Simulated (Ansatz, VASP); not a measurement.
# NiO: VASP beside Ansatz

File INCAR:

```
PREC     = Accurate       # precision mode
ENCUT    = 520            # plane-wave cutoff, eV
EDIFF    = 1E-7           # SCF threshold, eV
ISMEAR   = -1             # smearing method
SIGMA    = 0.03           # smearing width, eV
LREAL    = False          # projectors in reciprocal space
LASPH    = True           # aspherical terms in the spheres
NELM     = 150            # most SCF steps
ALGO     = Normal         # electronic algorithm
ISIF     = 2              # what is computed and relaxed
LWAVE    = False          # write WAVECAR
LCHARG   = False          # write CHGCAR
ISPIN    = 2              # spin polarisation
MAGMOM   = 1.5 0          # initial moments
LORBIT   = 11             # projections on sites
LMAXMIX  = 4              # l up to which the mixer works
GGA      = PE             # functional
NBANDS   = 19             # bands
```

The input KPOINTS:

```
Automatic mesh
0
Gamma
  17 17 17
```

The input POSCAR:

```
NiO
1.0
    0.0000000000      2.0558572188      2.0558572188
    2.0558572188      0.0000000000      2.0558572188
    2.0558572188      2.0558572188      0.0000000000
Ni O
1 1
Direct
    0.0000000000      0.0000000000      0.0000000000
    0.5000000000      0.5000000000      0.5000000000
```

Input for Ansatz:

```yaml
crystal:
  lattice:
    - [0.0, 2.0558572188, 2.0558572188]
    - [2.0558572188, 0.0, 2.0558572188]
    - [2.0558572188, 2.0558572188, 0.0]
  atoms:
    - { symbol: Ni, position: [0.0, 0.0, 0.0], spin: 1.5 }
    - { symbol: O, position: [0.5, 0.5, 0.5] }
magnetization:
  spin_polarized: true
kpoints:
  mp_grid: { grid: [17, 17, 17] }
scf:
  occupations: { method: fermi_dirac, width: 0.03 }
hamiltonian:
  xc: pbe
  pseudopotentials: { kind: all_electron, lapw: { basis_error: 0.001 } }
output:
  forces: true
  stress: true
  eigenvalues: true
```

Change from the starting cell: volume scaled by 0.95.

Alike in both runs: task single point; functional PBE; k mesh 17 × 17 × 17; occupations fermi-dirac, width 0.03 eV; collinear spin.

|  | VASP | Ansatz |
| --- | --- | --- |
| version | VASP 6.6.1 | Ansatz 0.2.0 |
| potentials or method | VASP PAW PBE potentials, release 64 (Ni, O), cutoff 520 eV | all-electron LAPW, scalar-relativistic |

VASP gave:

| Quantity | Value |
| --- | --- |
| pressure (GPa) | 14.1 |
| net moment per atom (μB) | 0.77 |
| size of the moment on the site where the two differ most (μB) | 1.28 |

Q: Which values does Ansatz return?

A: Pressure (GPa): 15.2; net moment per atom (μB): 0.83; size of the moment on the site where the two differ most (μB): 1.38.

Site moments also hang on the region over which each program counts them. Ansatz ran all-electron here, and VASP with PAW potentials.
